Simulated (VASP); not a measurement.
# TaN (P6_3/mmc) in VASP: a series of runs

The runs below take TaN through single point, with r2SCAN.

Everything below comes from runs of VASP 6.6.1. Logs are shortened: lines on timing, memory, paths and dates and some standing lists are left out, and cuts for length are marked.

## (1) The cell of the first run

The structure is hexagonal, space group P6_3/mmc (No. 194). The conventional cell has a = 2.902 Å, b = 2.902 Å, c = 5.892 Å, α = 90.00°, β = 90.00°, γ = 120.00°. Within 3.0 Å of Ta (site symmetry -3m) lie 6 N at 2.23 Å and 8 Ta at 2.90 to 2.95 Å. N (site symmetry -6m2) has 6 Ta at 2.23 Å and 6 N at 2.90 Å within 3.0 Å.

## (2) Single point, r2SCAN

POSCAR

```
TaN
1.0
    2.9016586661      0.0000000000      0.0000000000
   -1.4508293331      2.5129101180      0.0000000000
    0.0000000000      0.0000000000      5.8915240713
Ta N
2 2
Direct
    0.0000000000      0.0000000000      0.0000000000
    0.0000000000      0.0000000000      0.5000000000
    0.3333333333      0.6666666667      0.2500000000
    0.6666666667      0.3333333333      0.7500000000
```

INCAR.step1

```
PREC = Accurate
ENCUT = 520
ISMEAR = 0
SIGMA = 0.1
LREAL = False
LASPH = True
NELM = 100
NBANDS = 24
GGA = PE
ALGO = Normal
EDIFF = 1E-4
LWAVE = True
LCHARG = False
```

INCAR.step2

```
PREC = Accurate
ENCUT = 520
EDIFF = 1E-6
ISMEAR = 0
SIGMA = 0.1
LREAL = False
LASPH = True
NELM = 100
ALGO = Normal
ISIF = 2
LWAVE = False
LCHARG = True
METAGGA = R2SCAN
LMIXTAU = True
LELF = True
LVHAR = True
NBANDS = 24
ISTART = 1
```

KPOINTS

```
regular mesh
0
Gamma
  18 18 8
```

Potentials or basis: VASP PAW PBE potentials, release 64 (Ta_pv, N).

Started as:

```bash
cat potpaw_PBE.64/Ta_pv/POTCAR potpaw_PBE.64/N/POTCAR > POTCAR
cp INCAR.step1 INCAR
mpirun -np 1 vasp_std > vasp.out
cp INCAR.step2 INCAR
mpirun -np 1 vasp_std > vasp.out
```

OUTCAR:

```text
PREC = Accurate
   ENCUT = 520
   EDIFF = 1E-6
   ISMEAR = 0
   LREAL = False
   LASPH = True
   NELM = 100
   ISIF = 2
   METAGGA = R2SCAN
   ISTART = 1

 ion  position               nearest neighbor table
   1  0.000  0.000  0.000-   3 2.23   4 2.23   4 2.23   3 2.23   4 2.23   3 2.23   2 2.95   2 2.95

   2  0.000  0.000  0.500-   3 2.23   4 2.23   4 2.23   3 2.23   4 2.23   3 2.23   1 2.95   1 2.95

   3  0.333  0.667  0.250-   1 2.23   2 2.23   1 2.23   2 2.23   1 2.23   2 2.23
   4  0.667  0.333  0.750-   1 2.23   2 2.23   1 2.23   2 2.23   1 2.23   2 2.23

  LATTYP: Found a hexagonal cell.
 ALAT       =     2.9016586661
 C/A-ratio  =     2.0303987303

  Lattice vectors:

 A1 = (   2.9016586661,   0.0000000000,   0.0000000000)
 A2 = (  -1.4508293331,   2.5129101180,   0.0000000000)
 A3 = (   0.0000000000,   0.0000000000,   5.8915240713)

Analysis of symmetry for initial positions (statically):
=====================================================================
 Subroutine PRICEL returns:
 Original cell was already a primitive cell.

 Routine SETGRP: Setting up the symmetry group for a
 hexagonal supercell.

 Subroutine GETGRP returns: Found 24 space group operations
 (whereof 12 operations were pure point group operations)
 out of a pool of 24 trial point group operations.

The static configuration has the point symmetry D_3d.
 The point group associated with its full space group is D_6h.

Analysis of symmetry for dynamics (positions and initial velocities):
=====================================================================
 Subroutine PRICEL returns:
 Original cell was already a primitive cell.

 Routine SETGRP: Setting up the symmetry group for a
 hexagonal supercell.

 Subroutine GETGRP returns: Found 24 space group operations
 (whereof 12 operations were pure point group operations)
 out of a pool of 24 trial point group operations.

The dynamic configuration has the point symmetry D_3d.
 The point group associated with its full space group is D_6h.

 Subroutine INISYM returns: Found 24 space group operations
 (whereof 12 operations are pure point group operations),
 and found     1 'primitive' translations

----------------------------------------------------------------------------------------

                                     Primitive cell

  volume of cell :      42.9587

  direct lattice vectors                    reciprocal lattice vectors
     2.901658666  0.000000000  0.000000000     0.344630473  0.198972497  0.000000000
    -1.450829333  2.512910118  0.000000000     0.000000000  0.397944993  0.000000000
     0.000000000  0.000000000  5.891524071     0.000000000  0.000000000  0.169735367

  length of vectors
     2.901658666  2.901658666  5.891524071     0.397944993  0.397944993  0.169735367

  position of ions in fractional coordinates (direct lattice)
     0.000000000  0.000000000  0.000000000
     0.000000000  0.000000000  0.500000000
     0.333333333  0.666666667  0.250000000
     0.666666667  0.333333333  0.750000000

  ion indices of the primitive-cell ions
   primitive index   ion index
                 1           1
                 2           2
                 3           3
                 4           4

----------------------------------------------------------------------------------------

 KPOINTS: regular mesh

Automatic generation of k-mesh.
 Grid dimensions read from file:
 generate k-points for:   18   18    8

 Generating k-lattice:

  Cartesian coordinates                     Fractional coordinates (reciprocal lattice)
     0.019146137  0.011054028  0.000000000     0.055555556  0.000000000  0.000000000
     0.000000000  0.022108055  0.000000000     0.000000000  0.055555556  0.000000000
     0.000000000  0.000000000  0.021216921     0.000000000  0.000000000  0.125000000

  Length of vectors
     0.022108055  0.022108055  0.021216921

  Shift w.r.t. Gamma in fractional coordinates (k-lattice)
     0.000000000  0.000000000  0.000000000

 Subroutine IBZKPT returns following result:
 ===========================================

 Found    185 irreducible k-points:

 Following reciprocal coordinates:
            Coordinates               Weight
  0.000000  0.000000  0.000000      1.000000
  0.055556 -0.000000  0.000000      6.000000
  0.111111 -0.000000  0.000000      6.000000
  0.166667  0.000000  0.000000      6.000000
  0.222222 -0.000000  0.000000      6.000000
  0.277778 -0.000000  0.000000      6.000000
[... 16 lines left out ...]
  0.333333  0.111111  0.000000     12.000000
  0.388889  0.111111  0.000000     12.000000
 [... further k-points ...]
   k-points           NKPTS =    185   k-points in BZ     NKDIM =    185   number of bands    NBANDS=     24
   number of dos      NEDOS =    301   number of ions     NIONS =      4
   total plane-waves  NPLWV =  27648
   dimension x,y,z NGX =    24 NGY =   24 NGZ =   48
   dimension x,y,z NGXF=    48 NGYF=   48 NGZF=   96
   ions per type =               2   2
   NGX,Y,Z   is equivalent  to a cutoff of  13.75, 13.75, 13.54 a.u.
   NGXF,Y,Z  is equivalent  to a cutoff of  27.50, 27.50, 27.09 a.u.
 SYSTEM =  unknown system
   PREC   = accura    normal or accurate (medium, high low for compatibility)
   ISTART =      1    job   : 0-new  1-cont  2-samecut
   ICHARG =      0    charge: 1-file 2-atom 10-const
   ISPIN  =      1    spin polarized calculation?
   LNONCOLLINEAR =      F non collinear calculations
   LSORBIT =      F    spin-orbit coupling
   LASPH  =      T    aspherical Exc in radial PAW
   ENCUT  =  520.0 eV  38.22 Ry    6.18 a.u.   5.40  5.40 10.95*2*pi/ulx,y,z
   NELM   =    100;   NELMIN=  2; NELMDL=  0     # of ELM steps
   EDIFF  = 0.1E-05   stopping-criterion for ELM
   LREAL  =      F    real-space projection
   EDIFFG = 0.1E-04   stopping-criterion for IOM
   NSW    =      0    number of steps for IOM
   IBRION =     -1    ionic relax: 0-MD 1-quasi-New 2-CG
   NFREE  =      0    steps in history (QN), initial steepest desc. (CG)
   ISIF   =      2    stress and relaxation
   ISYM   =      2    0-nonsym 1-usesym 2-fastsym
   POTIM  = 0.5000    time-step for ionic-motion
   TEBEG  =    0.0;   TEEND  =   0.0 temperature during run
   PSTRESS=    0.0 pullay stress
   NELECT =      32.0000    total number of electrons
   NUPDOWN=      -1.0000    fix difference up-down
   EMIN   =  10.00;   EMAX   =-10.00  energy-range for DOS
   EFERMI =   0.00;   METHOD = LEGACY
   ISMEAR =     0;   SIGMA  =   0.10  broadening in eV -4-tet -1-fermi 0-gaus
   EFERMI_NEDOS =   21; number of points for ismear=-14 and -15
   IALGO  =     38    algorithm
   IMIX   =      4    mixing-type and parameters
     AMIX     =   0.40;   BMIX     =  1.00
     AMIX_MAG =   1.60;   BMIX_MAG =  1.00
  volume/ion in A,a.u.               =      10.74        72.47
  Fermi-wavevector in a.u.,A,eV,Ry     =   1.484025  2.804400 29.964516  2.202330
  Thomas-Fermi vector in A             =   2.597613
   LORBIT       =      0    0 simple, 1 ext, 2 COOP (PROOUT), +10 PAW based schemes
   METAGGA = R2SCAN    functional components
   LHFCALC =     F    Hartree Fock is set to
   AEXX    =    0.0000 exact exchange contribution
   IVDW    =     0    specifies the selected vdW correction
   LEPSILON=     F    determine dielectric tensor
   LRPA    =     F    only Hartree local field effects (RPA)
 non-spin polarized calculation
 Gauss-broadening in eV      SIGMA  =   0.10
  energy-cutoff  :      520.00
  volume of cell :       42.96
 maximum number of plane-waves:      1192
 NGX is ok and might be reduce to    24
   NGX = 11   NGY = 11   NGZ = 21

 number of electron      32.0000001 magnetization

 Free energy of the ion-electron system (eV)
  ---------------------------------------------------
  ext. energy  EPLUGINS =         0.00000000
  ---------------------------------------------------
  free energy    TOTEN  =      -119.69618270 eV

  energy without entropy =     -119.69085085  energy(sigma->0) =     -119.69351677

 E-fermi :   8.2677     XC(G=0): -14.3988

 val. band max:        8.2675740055   @ k =   0.1667   0.1111   0.5000
 cond. band min:       8.2718791930   @ k =   0.1667   0.1667   0.5000
 fundamental gap:      0.0043051876
 Fermi energy:         8.2676575100

 k-point     1 :       0.0000    0.0000    0.0000
  band No.  band energies     occupation
      1     -28.6640      2.00000
      2     -27.8586      2.00000
      3     -27.5801      2.00000
      4     -27.5801      2.00000
      5     -27.5152      2.00000
      6     -27.5152      2.00000
[... 16 lines left out ...]
     23      12.4736      0.00000
     24      14.6501      0.00000

 k-point     2 :       0.0556   -0.0000    0.0000
  band No.  band energies     occupation
      1     -28.6552      2.00000
      2     -27.8535      2.00000
      3     -27.6193      2.00000
      4     -27.5884      2.00000
      5     -27.5509      2.00000
      6     -27.5229      2.00000
[... 16 lines left out ...]
     23      12.5091      0.00000
     24      14.5089      0.00000

 k-point     3 :       0.1111   -0.0000    0.0000
  band No.  band energies     occupation
      1     -28.6296      2.00000
      2     -27.8388      2.00000
      3     -27.7308      2.00000
      4     -27.6527      2.00000
      5     -27.6120      2.00000
      6     -27.5450      2.00000
[... 16 lines left out ...]
     23      12.7559      0.00000
     24      14.2955      0.00000

 k-point     4 :       0.1667    0.0000    0.0000
  band No.  band energies     occupation
      1     -28.5902      2.00000
      2     -27.8978      2.00000
      3     -27.8173      2.00000
      4     -27.8047      2.00000
      5     -27.6480      2.00000
      6     -27.5787      2.00000
[... 16 lines left out ...]
     23      13.1949      0.00000
     24      14.3661      0.00000

 k-point     5 :       0.2222   -0.0000    0.0000
  band No.  band energies     occupation
      1     -28.5417      2.00000
      2     -28.0965      2.00000
      3     -27.9896      2.00000
      4     -27.7880      2.00000
      5     -27.6918      2.00000
      6     -27.6198      2.00000
[... 16 lines left out ...]
     23      13.7102      0.00000
     24      14.9995      0.00000

 k-point     6 :       0.2778   -0.0000    0.0000
  band No.  band energies     occupation
      1     -28.4903      2.00000
      2     -28.3007      2.00000
      3     -28.1799      2.00000
      4     -27.7582      2.00000
      5     -27.7380      2.00000
      6     -27.6631      2.00000
[... 16 lines left out ...]
     23      14.3280      0.00000
     24      15.5615      0.00000
[... 379 lines left out ...]
 k-point    21 :       0.2222    0.1111    0.0000
  band No.  band energies     occupation
      1     -28.4737      2.00000
      2     -28.3212      2.00000
      3     -28.1983      2.00000
      4     -27.7979      2.00000
      5     -27.7504      2.00000
      6     -27.7173      2.00000
[... 16 lines left out ...]
     23      14.6005      0.00000
     24      14.7058      0.00000

 k-point    22 :       0.2778    0.1111    0.0000
  band No.  band energies     occupation
      1     -28.4868      2.00000
      2     -28.4221      2.00000
      3     -28.3484      2.00000
      4     -27.8543      2.00000
      5     -27.7717      2.00000
      6     -27.7220      2.00000
[... 16 lines left out ...]
     23      15.0613      0.00000
     24      15.1521      0.00000

 k-point    23 :       0.3333    0.1111    0.0000
  band No.  band energies     occupation
      1     -28.6129      2.00000
      2     -28.4685      2.00000
      3     -28.3856      2.00000
      4     -27.9000      2.00000
      5     -27.8138      2.00000
      6     -27.7007      2.00000
[... 16 lines left out ...]
     23      15.2568      0.00000
     24      15.6952      0.00000

 k-point    24 :       0.3889    0.1111    0.0000
  band No.  band energies     occupation
      1     -28.6951      2.00000
      2     -28.5459      2.00000
      3     -28.3604      2.00000
      4     -27.9298      2.00000
      5     -27.8414      2.00000
      6     -27.6866      2.00000
[... 16 lines left out ...]
     23      15.2968      0.00000
     24      16.3493      0.00000

 [... further k-points ...]

------------------------ aborting loop because EDIFF is reached ----------------------------------------

  FORCE on cell =-STRESS in cart. coord.  units (eV):
  Direction    XX          YY          ZZ          XY          YZ          ZX
  --------------------------------------------------------------------------------------
  -------------------------------------------------------------------------------------
  Total        0.4521376      0.4521376      0.5360313     -0.0000000     -0.0000000      0.0000000
  in kB       16.8628216     16.8628216     19.9917040     -0.0000000     -0.0000000      0.0000000
  external PRESSURE =      17.9057824 kB  Pullay stress =       0.0000000 kB

 VOLUME and BASIS-vectors are now :
 -----------------------------------------------------------------------------
  energy-cutoff  :      520.00
  volume of cell :       42.96
      direct lattice vectors                 reciprocal lattice vectors
     2.901658666  0.000000000  0.000000000     0.344630473  0.198972497  0.000000000
    -1.450829333  2.512910118  0.000000000     0.000000000  0.397944993  0.000000000
     0.000000000  0.000000000  5.891524071     0.000000000  0.000000000  0.169735367

 POSITION                                       TOTAL-FORCE (eV/Angst)
 -----------------------------------------------------------------------------------
      0.00000      0.00000      0.00000         0.000000      0.000000      0.000000
      0.00000      0.00000      2.94576         0.000000      0.000000      0.000000
     -0.00000      1.67527      1.47288         0.000000      0.000000      0.000000
      1.45083      0.83764      4.41864        -0.000000     -0.000000      0.000000
 -----------------------------------------------------------------------------------
    total drift:                               -0.000000      0.000000      0.000000

  FREE ENERGIE OF THE ION-ELECTRON SYSTEM (eV)
  ---------------------------------------------------
  free  energy   TOTEN  =      -119.6961826959 eV

  energy  without entropy=     -119.6908508476  energy(sigma->0) =     -119.69351677
```

Wall time 4 min (1 thread of Intel Xeon 6975P-C (Granite Rapids), shared host); peak memory 0.3 GiB.

Results:

```
Free energy            : -119.6962 eV
Pressure               : 1.8 GPa
Band gap on the k mesh : zero (bands 16 and 17 overlap by 1.03 eV)
```

Caveat: the PAW data sets were made with another functional, which shifts forces and pressure a little; spin-orbit coupling is left out, which moves the levels of the heavy elements.

## (3) Single point, r2SCAN

POSCAR is that of step 2.

INCAR.step1

```
SYSTEM = TaN
  PREC = Accurate
  ENCUT = 520
  ISMEAR = 0
  SIGMA = 0.15
  LREAL = .FALSE.
  LASPH = .TRUE.
  NELM = 60
  NBANDS = 24
  GGA = PE
  ALGO = Normal
  EDIFF = 1E-4
  LWAVE = .TRUE.
  LCHARG = .FALSE.
```

INCAR.step2

```
SYSTEM = TaN
  PREC = Accurate
  ENCUT = 520
  EDIFF = 1E-6
  ISMEAR = 0
  SIGMA = 0.15
  LREAL = .FALSE.
  LASPH = .TRUE.
  NELM = 60
  ALGO = Normal
  ISIF = 2
  LWAVE = .FALSE.
  LCHARG = .FALSE.
  METAGGA = R2SCAN
  LMIXTAU = .TRUE.
  NBANDS = 24
  ISTART = 1
```

KPOINTS

```
Automatic mesh
0
G
  18 18 8
  0 0 0
```

Potentials or basis: VASP PAW PBE potentials, release 64 (Ta_pv, N).

Started as:

```bash
cat potpaw_PBE.64/Ta_pv/POTCAR potpaw_PBE.64/N/POTCAR > POTCAR
cp INCAR.step1 INCAR
mpirun -np 1 vasp_std > vasp.out
cp INCAR.step2 INCAR
mpirun -np 1 vasp_std > vasp.out
```

It took 3.9 min on 1 thread of Intel Xeon 6975P-C (Granite Rapids), shared host; peak memory 0.29 GiB.

Results (log left out):

```
Free energy            : -119.6993 eV
Pressure               : 1.8 GPa
Band gap on the k mesh : zero (bands 16 and 17 overlap by 1.03 eV)
```

Stress tensor (GPa, compression positive):
```
1.73 0.00 0.00
0.00 1.73 0.00
0.00 0.00 1.95
```

Levels at points of the mesh, in eV from the Fermi level:
```csv
k point,band 12,band 13,band 14,band 15,band 16,band 17,band 18,band 19,band 20,band 21
"(0.00, 0.00, 0.00)",-4.56,-3.76,-2.19,-2.19,-0.22,-0.22,0.64,0.64,2.42,3.67
"(0.50, 0.00, 0.00)",-5.73,-4.45,-3.90,-3.05,-2.27,3.05,4.26,5.07,5.53,5.68
"(0.00, 0.00, 0.50)",-4.13,-4.13,-4.13,-0.71,-0.71,1.05,1.05,1.05,1.05,4.63
"(0.50, 0.00, 0.50)",-6.26,-4.64,-4.64,-2.35,-2.35,4.14,4.14,5.01,5.01,5.98
```

Caveat: the PAW data sets were made with another functional, which shifts forces and pressure a little; spin-orbit coupling is left out, which moves the levels of the heavy elements.
